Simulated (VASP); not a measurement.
The system is ZrTa3N4.

```
Zr Ta N
1.0
     6.00291    0.00000    0.00000
    -3.00146    5.19868    0.00000
     0.00000    0.00000    2.97624
Zr Ta N
1 3 4
Direct
  0.00000 0.00000 0.00000
  0.50000 0.00000 0.00000
  0.00000 0.50000 0.00000
  0.50000 0.50000 0.00000
  0.16667 0.83333 0.50000
  0.66667 0.83333 0.50000
  0.66667 0.33333 0.50000
  0.16667 0.33333 0.50000
```

| Item | Value |
| --- | --- |
| Program | VASP 6.6.1 |
| Task | relaxation of cell and atoms |
| Functional | PBE |
| Potentials or basis | VASP PAW PBE potentials, release 64 (Zr_sv, Ta_pv, N) |
| Cutoff | 600 eV |
| k mesh | 3 × 3 × 4 |
| Occupations | gaussian, width 0.15 eV |
| Spin | no spin polarisation |

At the start: pressure -8.7 GPa; volume 11.61 Å³/atom.

Where does the relaxation end?

Over 7 steps the energy falls by 26.2 meV/atom and the volume is 11.27 Å³/atom (-2.9 %); space group P-6m2 (No. 187, to 0.05 Å).

The path:
```
step  energy change (eV)  largest force (eV/Å)  pressure (GPa)  volume (Å³)
   1              0.0000                0.9661           -8.73        92.88
   2              0.2570                0.3165           23.61        84.59
   3             -0.1588                0.7311            1.98        89.60
   4             -0.1590                0.7239            2.30        89.52
   5             -0.2075                0.1062           -0.30        90.35
   6             -0.2075                0.0979           -0.32        90.36
   7             -0.2096                0.0466            0.09        90.18
```

Final structure:
```
CELL_PARAMETERS angstrom
5.97419 0.00000 0.00000
-2.98710 5.17380 0.00000
0.00000 0.00000 2.91752
ATOMIC_POSITIONS crystal
Zr 0.00000 0.00000 0.00000
Ta 0.49869 0.99739 0.00000
Ta 0.00261 0.50131 0.00000
Ta 0.49869 0.50131 0.00000
N 0.17270 0.82730 0.50000
N 0.65459 0.82730 0.50000
N 0.66667 0.33333 0.50000
N 0.17270 0.34541 0.50000
```

Caveat: the k points lie up to 0.54 Å⁻¹ apart in the final cell; the relaxation stopped at a loose force limit of 0.08 eV/Å, so its end isn't a converged minimum.
